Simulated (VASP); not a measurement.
# Mo: single point with LDA

Mo, a slab with vacuum:

```
CELL_PARAMETERS angstrom
4.40066 0.00000 0.00000
-2.20033 3.81108 0.00000
0.00000 0.00000 16.89830
ATOMIC_POSITIONS crystal
Mo 0.83333 0.16667 0.48350
Mo 0.16667 0.83333 0.51650
```

- Program: VASP 6.6.1
- Task: single point
- Functional: LDA
- Potentials or basis: VASP PAW LDA potentials, release 64 (Mo_sv)
- Cutoff: 520 eV
- k mesh: 9 × 9 × 1
- Occupations: fermi-dirac, width 0.1 eV
- Spin: no spin polarisation

```json
{"Largest force": "0.022 eV/Å", "Band gap on the k mesh": "0.39 eV"}
```

Forces in eV/Å, atoms in the order of the input:
```
Mo   0.000  0.000 -0.022
Mo   0.000  0.000  0.022
```

Levels at points of the mesh, in eV from the valence-band top:
```csv
k point,band 10,band 11,band 12,band 13,band 14,band 15,band 16,band 17,band 18,band 19
"(0.00, 0.00, 0.00)",-1.11,-1.11,-0.43,-0.43,-0.38,0.61,1.09,1.09,1.55,2.47
```

Run time: 2.4 min on 1 thread of Intel Xeon 8259CL, on a shared host, peak memory 0.32 GiB.
